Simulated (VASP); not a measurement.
A run of VASP 6.6.1 is set up as follows.

File POSCAR:

```
GaN
1.0
    3.1512715326      0.0000000000      0.0000000000
   -1.5756357663      2.7290812015      0.0000000000
    0.0000000000      0.0000000000      5.2146801397
Ga N
2 2
Direct
    0.3333333333      0.6666666667     -0.0008903618
    0.6666666667      0.3333333333      0.4991096382
    0.3333333333      0.6666666667      0.3758903618
    0.6666666667      0.3333333333      0.8758903618
```

The input INCAR.step1:

```
ALGO = Normal
EDIFF = 1E-4
ENCUT = 520
GGA = PE
ISMEAR = 0
LASPH = T
LCHARG = F
LREAL = F
LWAVE = T
NBANDS = 26
NELM = 80
PREC = Accurate
SIGMA = 0.01
```

The input INCAR.step2:

```
ALGO = Normal
EDIFF = 1E-7
ENCUT = 520
ISIF = 2
ISMEAR = 0
ISTART = 1
LASPH = T
LCHARG = F
LMIXTAU = T
LREAL = F
LWAVE = F
METAGGA = R2SCAN
NBANDS = 26
NELM = 80
PREC = Accurate
SIGMA = 0.01
```

KPOINTS

```
k-points
0
Gamma
  8 8 4
```

Potentials or basis: VASP PAW PBE potentials, release 64 (Ga_d, N).

Command:

```sh
$ cat potpaw_PBE.64/Ga_d/POTCAR potpaw_PBE.64/N/POTCAR > POTCAR
$ cp INCAR.step1 INCAR
$ mpirun -np 1 vasp_std > vasp.out
$ cp INCAR.step2 INCAR
$ mpirun -np 1 vasp_std > vasp.out
```

Problem. Predict the band gap on the k mesh.

Solution. 2.39 eV, direct.

Problem. Estimate the pressure.

Solution. 4.1 GPa.

Problem. Predict the largest force.

Solution. 0.184 eV/Å.

Stress tensor (GPa, compression positive):
```
 6.36  0.00  0.00
 0.00  6.36  0.00
 0.00  0.00 -0.40
```

Caveat: the cell differs from its parent crystal (in-plane strain -0.01); the PAW data sets were made with another functional, which shifts forces and pressure a little.
